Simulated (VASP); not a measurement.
**Be4CuSi: single point with PBEsol**

Be4CuSi:

```xyz
6
Lattice="0.0000 3.0593 3.0593 3.0593 0.0000 3.0593 3.0593 3.0593 0.0000" Properties=species:S:1:pos:R:3 pbc="T T T"
Be    2.2943    2.2943    2.2943
Be    2.2943    3.8242    3.8242
Be    3.8242    3.8242    2.2943
Be    3.8242    2.2943    3.8242
Si    0.0000    0.0000    0.0000
Cu    4.5889    4.5889    4.5889
```

```yaml
Program: VASP 6.6.1
Task: single point
Functional: PBEsol
Potentials_or_basis: VASP PAW PBE potentials, release 64 (Be, Si, Cu)
Cutoff: 520 eV
k_mesh: 6 × 6 × 6
Occupations: fermi-dirac, width 0.05 eV
Spin: no spin polarisation
```

| Property | Result |
| --- | --- |
| Pressure | -3.8 GPa |
| Largest force | 0.062 eV/Å |

Forces in eV/Å, atoms in the order of the input:
```
Be   0.036  0.036  0.036
Be   0.036 -0.036 -0.036
Be  -0.036 -0.036  0.036
Be  -0.036  0.036 -0.036
Si   0.000  0.000  0.000
Cu   0.000  0.000  0.000
```

Levels at points of the mesh, in eV from the Fermi level:
| k point | band 7 | band 8 | band 9 | band 10 | band 11 | band 12 | band 13 | band 14 | band 15 | band 16 |
| --- | --- | --- | --- | --- | --- | --- | --- | --- | --- | --- |
| (0.00, 0.00, 0.00) | -4.49 | -2.47 | -2.47 | -2.47 | -1.10 | -0.36 | -0.36 | -0.36 | 1.29 | 1.29 |
| (0.50, 0.00, 0.00) | -4.41 | -4.18 | -3.53 | -3.53 | -1.05 | -1.05 | -0.90 | 3.21 | 3.58 | 3.58 |
| (0.50, 0.50, 0.00) | -4.38 | -4.33 | -4.33 | -3.50 | -2.93 | 3.41 | 3.72 | 4.32 | 4.32 | 5.05 |

Run time: 18 s on 1 thread of AMD EPYC 9R45 (Zen 5), on a shared host, peak memory 0.14 GiB.

Caveat: the PAW data sets were made with another functional, which shifts forces and pressure a little.
